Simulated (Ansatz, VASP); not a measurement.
# C in VASP and in Ansatz

```
CELL_PARAMETERS angstrom
1.26447 -2.19027 0.00000
1.26447 2.19027 0.00000
0.00000 0.00000 10.32492
ATOMIC_POSITIONS crystal
C 0.08334 0.91666 0.75003
C 0.58334 0.41666 0.24997
C 0.91666 0.08334 0.24997
C 0.41666 0.58334 0.75003
```

Alike in both runs: functional PBE; k mesh 1 × 1 × 1; occupations gaussian, width 0.1 eV; no spin polarisation.

Ansatz relaxed the structure, and its values are those at the end. VASP's run is a single point on that final structure, the one shown.

```csv
,VASP,Ansatz
version,VASP 6.6.1,Ansatz 0.2.0
potentials or method,"VASP PAW PBE potentials, release 64 (C), cutoff 520 eV","scalar-relativistic, plane waves, PAW"
valence electrons in the cell,16,16
```

```tsv
	VASP	Ansatz	Ansatz less VASP
gap on the k mesh at the Fermi level (eV)	5.46	5.46	-0.001
least direct gap on the mesh (eV)	5.46	5.46	-0.001
pressure (GPa)	0.3	0.0	-0.32
```

With one functional, cell and mesh, what is left measures potentials, basis and numerics.

The k mesh is coarse, so the values compare programs but aren't converged.
